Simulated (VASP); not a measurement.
# AlCu3 (P4mm) in VASP: further runs, part 2 of 2

VASP 6.6.1. The steps go on from the part before.

## 3. Single point, PBEsol (mode 7 (198.7 1/cm) frozen in, largest displacement +0.045 Å)

INCAR reads:

```
PREC = Accurate ; ENCUT = 520
EDIFF = 1E-6 ; ISMEAR = 0
SIGMA = 0.15 ; LREAL = False
LASPH = True ; NELM = 100
ALGO = Fast ; ISIF = 2
LWAVE = False ; LCHARG = True
GGA = PS ; LELF = True
LVHAR = True ; NBANDS = 26
```

KPOINTS reads:

```
regular mesh
0
Gamma
  14 14 14
```

POSCAR reads:

```
AlCu3
1.0
    3.6318704092      0.0000000000      0.0000000000
    0.0000000000      3.6318704092      0.0000000000
    0.0000000000      0.0000000000      3.6318704092
Al Cu
1 3
Direct
    0.0081728469      0.0000000000      0.0000000000
    0.5044600656      0.5000000000      0.0000000000
    0.5044600656      0.0000000000      0.5000000000
   -0.0123903099      0.5000000000      0.5000000000
```

Potentials or basis: VASP PAW PBE potentials, release 64 (Al, Cu).

Command:

```console
$ cat potpaw_PBE.64/Al/POTCAR potpaw_PBE.64/Cu/POTCAR > POTCAR
$ mpirun -np 1 vasp_std > vasp.out
```

OUTCAR:

```text
PREC = Accurate
   ENCUT = 520
   EDIFF = 1E-6
   ISMEAR = 0
   LREAL = False
   LASPH = True
   NELM = 100
   ISIF = 2
   GGA = PS

 ion  position               nearest neighbor table
   1  0.008  0.000  0.000-   2 2.56   3 2.56   3 2.56   2 2.56   4 2.57   4 2.57   4 2.57   4 2.57
                             2 2.58   3 2.58   3 2.58   2 2.58
   2  0.504  0.500  0.000-   4 2.53   4 2.53   1 2.56   1 2.56   3 2.57   3 2.57   3 2.57   3 2.57
                             1 2.58   1 2.58   4 2.61   4 2.61
   3  0.504  0.000  0.500-   4 2.53   4 2.53   1 2.56   1 2.56   2 2.57   2 2.57   2 2.57   2 2.57
                             1 2.58   1 2.58   4 2.61   4 2.61
   4  0.988  0.500  0.500-   2 2.53   3 2.53   2 2.53   3 2.53   1 2.57   1 2.57   1 2.57   1 2.57
                             2 2.61   3 2.61   2 2.61   3 2.61

  LATTYP: Found a simple cubic cell.
 ALAT       =     3.6318704092

  Lattice vectors:

 A1 = (   3.6318704092,   0.0000000000,   0.0000000000)
 A2 = (   0.0000000000,   3.6318704092,   0.0000000000)
 A3 = (   0.0000000000,   0.0000000000,   3.6318704092)

Analysis of symmetry for initial positions (statically):
=====================================================================
 Subroutine PRICEL returns:
 Original cell was already a primitive cell.

 Routine SETGRP: Setting up the symmetry group for a
 simple cubic supercell.

 Subroutine GETGRP returns: Found  8 space group operations
 (whereof  8 operations were pure point group operations)
 out of a pool of 48 trial point group operations.

The static configuration has the point symmetry C_4v.

Analysis of symmetry for dynamics (positions and initial velocities):
=====================================================================
 Subroutine PRICEL returns:
 Original cell was already a primitive cell.

 Routine SETGRP: Setting up the symmetry group for a
 simple cubic supercell.

 Subroutine GETGRP returns: Found  8 space group operations
 (whereof  8 operations were pure point group operations)
 out of a pool of 48 trial point group operations.
[... 127 lines left out ...]
  Fermi-wavevector in a.u.,A,eV,Ry     =   1.488374  2.812618 30.140391  2.215256
  Thomas-Fermi vector in A             =   2.601416
   LORBIT       =      0    0 simple, 1 ext, 2 COOP (PROOUT), +10 PAW based schemes
   GGA     = PS    functional components
   LHFCALC =     F    Hartree Fock is set to
   AEXX    =    0.0000 exact exchange contribution
   IVDW    =     0    specifies the selected vdW correction
   LEPSILON=     F    determine dielectric tensor
   LRPA    =     F    only Hartree local field effects (RPA)
 non-spin polarized calculation
 RMM-DIIS sequential band-by-band and
 Gauss-broadening in eV      SIGMA  =   0.15
  energy-cutoff  :      520.00
  volume of cell :       47.91
 maximum number of plane-waves:      1328
 NGX is ok and might be reduce to    28
   NGX = 13   NGY = 13   NGZ = 13

 number of electron      35.9999986 magnetization

 Free energy of the ion-electron system (eV)
  ---------------------------------------------------
  ext. energy  EPLUGINS =         0.00000000
  ---------------------------------------------------
  free energy    TOTEN  =       -17.76631467 eV

  energy without entropy =      -17.75240087  energy(sigma->0) =      -17.75935777

 E-fermi :   8.6389     XC(G=0): -12.5011

 val. band max:        8.6375184903   @ k =   0.0000   0.0714   0.0714
 cond. band min:       8.6437864289   @ k =   0.2857   0.0714   0.5000
 fundamental gap:      0.0062679385
 Fermi energy:         8.6388689892

 k-point     1 :       0.0000    0.0000    0.0000
  band No.  band energies     occupation
      1      -2.0952      2.00000
      2       3.1887      2.00000
      3       3.7638      2.00000
      4       3.7640      2.00000
      5       4.0321      2.00000
      6       4.0347      2.00000
[... 685 lines left out ...]
     25      18.1437      0.00000
     26      18.5985      0.00000

 [... further k-points ...]

------------------------ aborting loop because EDIFF is reached ----------------------------------------

  FORCE on cell =-STRESS in cart. coord.  units (eV):
  Direction    XX          YY          ZZ          XY          YZ          ZX
  --------------------------------------------------------------------------------------
  -------------------------------------------------------------------------------------
  Total        0.2247760      0.2235076      0.2235076      0.0000000      0.0000000      0.0000000
  in kB        7.5174310      7.4750126      7.4750126      0.0000000      0.0000000      0.0000000
  external PRESSURE =       7.4891521 kB  Pullay stress =       0.0000000 kB

 VOLUME and BASIS-vectors are now :
 -----------------------------------------------------------------------------
  energy-cutoff  :      520.00
  volume of cell :       47.91
      direct lattice vectors                 reciprocal lattice vectors
     3.631870409  0.000000000  0.000000000     0.275340221  0.000000000  0.000000000
     0.000000000  3.631870409  0.000000000     0.000000000  0.275340221  0.000000000
     0.000000000  0.000000000  3.631870409     0.000000000  0.000000000  0.275340221

 POSITION                                       TOTAL-FORCE (eV/Angst)
 -----------------------------------------------------------------------------------
      0.02968      0.00000      0.00000        -0.116566     -0.000000      0.000000
      1.83213      1.81594      0.00000        -0.149462     -0.000000     -0.000000
      1.83213      0.00000      1.81594        -0.149462      0.000000     -0.000000
      3.58687      1.81594      1.81594         0.415489     -0.000000     -0.000000
 -----------------------------------------------------------------------------------
    total drift:                               -0.000336      0.000000      0.000042

  FREE ENERGIE OF THE ION-ELECTRON SYSTEM (eV)
  ---------------------------------------------------
  free  energy   TOTEN  =       -17.7663146744 eV

  energy  without entropy=      -17.7524008659  energy(sigma->0) =      -17.75935777
```

stdout:

```text
POSCAR found type information on POSCAR AlCu
 POSCAR found :  2 types and       4 ions
 scaLAPACK will be used
 -----------------------------------------------------------------------------
|                                                                             |
|                                                                             |
|     You enforced a specific xc type in the INCAR file but a different       |
|     I HOPE YOU KNOW WHAT YOU ARE DOING!                                     |
|                                                                             |
 -----------------------------------------------------------------------------

 LDA part: xc-table for (Slater+PW92), standard interpolation
 POSCAR, INCAR and KPOINTS ok, starting setup
 FFT: planning ... GRIDC
 FFT: planning ... GRID_SOFT
 FFT: planning ... GRID
 WAVECAR not read
 entering main loop
WARNING in EDDRMM: call to ZHEGV failed, returncode =   8  4     25
```

Run time: 3.7 min. Hardware: 1 thread of AMD EPYC 9R45 (Zen 5), shared host; peak memory 0.35 GiB.

What came out:

```yaml
Free_energy: -17.7663 eV
Pressure: 0.7 GPa
Largest_force: 0.415 eV/Å
Band_gap_on_the_k_mesh: zero (band 18 reaches 12.42 eV, above the bottom of band 19 at 6.80 eV)
```

Forces in eV/Å, atoms in the order of the input:
```
Al  -0.117  0.000  0.000
Cu  -0.149  0.000  0.000
Cu  -0.149  0.000  0.000
Cu   0.415  0.000  0.000
```

Levels at points of the mesh, in eV from the Fermi level:
| k point | band 14 | band 15 | band 16 | band 17 | band 18 | band 19 | band 20 | band 21 | band 22 | band 23 |
| --- | --- | --- | --- | --- | --- | --- | --- | --- | --- | --- |
| (0.00, 0.00, 0.00) | -2.08 | -2.08 | -2.08 | -0.31 | -0.31 | -0.29 | 4.38 | 4.39 | 5.11 | 10.55 |
| (0.50, 0.00, 0.00) | -2.96 | -2.90 | -2.51 | -2.08 | 3.76 | 3.76 | 3.94 | 3.94 | 4.77 | 5.94 |
| (0.00, 0.50, 0.00) | -2.94 | -2.90 | -2.51 | -2.08 | 3.78 | 3.80 | 3.90 | 3.91 | 4.79 | 5.95 |
| (0.50, 0.50, 0.00) | -2.91 | -2.89 | -2.78 | -2.38 | -1.22 | -1.22 | 6.34 | 6.44 | 6.47 | 7.01 |
| (0.00, 0.50, 0.50) | -2.91 | -2.90 | -2.76 | -2.37 | -1.22 | -1.22 | 6.38 | 6.42 | 6.42 | 7.01 |
| (0.50, 0.50, 0.50) | -2.98 | -2.88 | -2.25 | -2.25 | -2.25 | -1.48 | 1.33 | 1.76 | 1.76 | 1.76 |

Caveat: the cell differs from its parent crystal (mode 7 (198.7 1/cm) frozen in, largest displacement +0.045 Å); the PAW data sets were made with another functional, which shifts forces and pressure a little.

## 4. Single point, PBEsol (mode 7 (198.7 1/cm) frozen in, largest displacement +0.015 Å)

INCAR reads:

```
PREC = Accurate
ENCUT = 520
EDIFF = 1E-7
ISMEAR = 0
SIGMA = 0.15
LREAL = F
LASPH = T
NELM = 100
ALGO = Fast
ISIF = 2
LWAVE = F
LCHARG = F
GGA = PS
NBANDS = 26
```

KPOINTS is that of step 3.

POSCAR reads:

```
AlCu3
1.0
    3.6318704092      0.0000000000      0.0000000000
    0.0000000000      3.6318704092      0.0000000000
    0.0000000000      0.0000000000      3.6318704092
Al Cu
1 3
Direct
    0.0027242823      0.0000000000      0.0000000000
    0.5014866885      0.5000000000      0.0000000000
    0.5014866885      0.0000000000      0.5000000000
   -0.0041301033      0.5000000000      0.5000000000
```

Command:

```console
$ cat potpaw_PBE.64/Al/POTCAR potpaw_PBE.64/Cu/POTCAR > POTCAR
$ mpirun -np 1 vasp_std > vasp.out
```

Run time: 3.7 min. Hardware: 1 thread of AMD EPYC 9R45 (Zen 5), shared host; peak memory 0.35 GiB.

Results (log left out):

```yaml
Free_energy: -17.7783 eV
Pressure: 0.4 GPa
Largest_force: 0.138 eV/Å
Band_gap_on_the_k_mesh: zero (band 18 reaches 12.43 eV, above the bottom of band 19 at 6.80 eV)
```

Forces in eV/Å, atoms in the order of the input:
```
Al  -0.039  0.000  0.000
Cu  -0.050  0.000  0.000
Cu  -0.050  0.000  0.000
Cu   0.138  0.000  0.000
```

Levels at points of the mesh, in eV from the Fermi level:
| k point | band 14 | band 15 | band 16 | band 17 | band 18 | band 19 | band 20 | band 21 | band 22 | band 23 |
| --- | --- | --- | --- | --- | --- | --- | --- | --- | --- | --- |
| (0.00, 0.00, 0.00) | -2.08 | -2.08 | -2.08 | -0.31 | -0.31 | -0.30 | 4.39 | 4.39 | 5.12 | 10.54 |
| (0.50, 0.00, 0.00) | -2.98 | -2.90 | -2.50 | -2.08 | 3.79 | 3.79 | 3.91 | 3.91 | 4.77 | 5.94 |
| (0.00, 0.50, 0.00) | -2.97 | -2.90 | -2.50 | -2.08 | 3.80 | 3.80 | 3.90 | 3.90 | 4.77 | 5.94 |
| (0.50, 0.50, 0.00) | -2.91 | -2.90 | -2.78 | -2.38 | -1.22 | -1.22 | 6.37 | 6.44 | 6.44 | 7.01 |
| (0.00, 0.50, 0.50) | -2.91 | -2.90 | -2.78 | -2.37 | -1.22 | -1.22 | 6.38 | 6.44 | 6.44 | 7.01 |
| (0.50, 0.50, 0.50) | -2.98 | -2.95 | -2.25 | -2.25 | -2.25 | -1.47 | 1.34 | 1.76 | 1.76 | 1.76 |

Caveat: the cell differs from its parent crystal (mode 7 (198.7 1/cm) frozen in, largest displacement +0.015 Å); the PAW data sets were made with another functional, which shifts forces and pressure a little.
